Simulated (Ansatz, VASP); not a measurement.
CdSe: VASP beside Ansatz

File INCAR:

```
PREC = Accurate ; ENCUT = 520
EDIFF = 1E-8 ; ISMEAR = -1
SIGMA = 0.03 ; LREAL = False
LASPH = True ; NELM = 80
ALGO = Normal ; ISIF = 2
LWAVE = False ; LCHARG = False
GGA = PS ; LEFG = True
NBANDS = 16
```

The input KPOINTS:

```
regular mesh
0
Gamma
  7 7 7
```

Contents of POSCAR:

```
CdSe
1.0
    0.0000000000      3.0702711986      3.0702711986
    3.0702711986      0.0000000000      3.0702711986
    3.0702711986      3.0702711986      0.0000000000
Cd Se
1 1
Direct
   -0.1125000000      0.0375000000      0.0375000000
    0.3625000000      0.2125000000      0.2125000000
```

Input for Ansatz:

```yaml
crystal:
  lattice:
    - [0.0, 3.0702711986, 3.0702711986]
    - [3.0702711986, 0.0, 3.0702711986]
    - [3.0702711986, 3.0702711986, 0.0]
  atoms:
    - { symbol: Cd, position: [-0.1125, 0.0375, 0.0375] }
    - { symbol: Se, position: [0.3625, 0.2125, 0.2125] }
kpoints:
  mp_grid: { grid: [7, 7, 7] }
scf:
  occupations: { method: fermi_dirac, width: 0.03 }
hamiltonian:
  xc: pbesol
  pseudopotentials: { kind: paw }
output:
  forces: true
  stress: true
  eigenvalues: true
  efg: { contact_densities: true }
  populations: true
  write_density: true
  write_potential: true
  elf: true
  volumetric_format: npy
```

Change from the starting cell: shortest bond scaled by 0.7, PAW files.

Alike in both runs: task electric field gradients; functional PBEsol; k mesh 7 × 7 × 7; occupations fermi-dirac, width 0.03 eV; no spin polarisation.

|  | VASP | Ansatz |
| --- | --- | --- |
| version | VASP 6.6.1 | Ansatz 0.2.0 |
| potentials or method | VASP PAW PBE potentials, release 64 (Cd, Se) | PAW with Ansatz's default frozen-core files, scalar-relativistic |
| plane-wave cutoff (eV) | 520 | 420 |
| valence electrons in the cell | 18 | 36 |

VASP gave:

| Property | Result |
| --- | --- |
| pressure (GPa) | 32.8 |
| traceless stress, the component that is largest in VASP (GPa) | -36.78 |
| rms of the force components (eV/Å) | 12.929 |
| size of Vzz on the site where it differs most (V/Å²) | 344.1 |

What did Ansatz give for the same quantities?

Pressure (GPa): 31.0; traceless stress, the component that is largest in VASP (GPa): -35.13; rms of the force components (eV/Å): 12.376; size of Vzz on the site where it differs most (V/Å²): 165.4.

VASP's potentials were made for PBE, not for PBEsol. Atom by atom the forces differ by 0.554 eV/Å (rms over components). Both programs put the cell under a high pressure, so it lies far from rest at this level. VASP's potentials hold 18 valence electrons a cell and Ansatz's 36, so a difference there can come from the potentials and not from the codes.
